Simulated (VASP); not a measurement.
Set up this calculation in VASP 6.6.1, as the native input.

```
Task                   : single point
Functional             : LDA
Potentials or basis    : VASP PAW LDA potentials, release 64 (Sr_sv, Ca_sv)
Cutoff                 : 520 eV
k mesh                 : 4 × 4 × 4
Occupations            : gaussian, width 0.1 eV
Spin                   : no spin polarisation
Dipole correction      : no
Further INCAR settings : ALGO = Normal; EDIFF = 1e-06; NBANDS = 28
```

The structure of Sr3Ca lies in POSCAR:

```
Sr3Ca
1.0
    0.0000000000      4.7304520000      4.7304520000
    4.7304520000      0.0000000000      4.7304520000
    4.7304520000      4.7304520000      0.0000000000
Sr Ca
3 1
Direct
    0.2499835244      0.2500494268      0.2499835244
    0.7499265316      0.7502204051      0.7499265316
    0.5000000000      0.5000000000      0.5000000000
   -0.0000713418      0.0002140255     -0.0000713418
```

One way to write it, as run:

INCAR

```
ALGO = Normal
EDIFF = 1E-6
ENCUT = 520
ISIF = 2
ISMEAR = 0
LASPH = True
LCHARG = False
LREAL = False
LWAVE = False
NBANDS = 28
NELM = 80
PREC = Accurate
SIGMA = 0.1
```

KPOINTS

```
k-points
0
Gamma
  4 4 4
```

Potentials or basis: VASP PAW LDA potentials, release 64 (Sr_sv, Ca_sv).

Launch:

```sh
$ cat potpaw_LDA.64/Sr_sv/POTCAR potpaw_LDA.64/Ca_sv/POTCAR > POTCAR
$ mpirun -np 1 vasp_std > vasp.out
```

Results of the run:

- Pressure: -2.0 GPa
- Band gap on the k mesh: zero (band 20 reaches 1.64 eV, above the bottom of band 21 at 1.43 eV)

Run time: 65 s on 1 thread of Intel(R) Xeon(R) Platinum 8375C CPU @ 2.90GHz (Ice Lake), with other jobs on the host, peak memory 0.3 GiB.
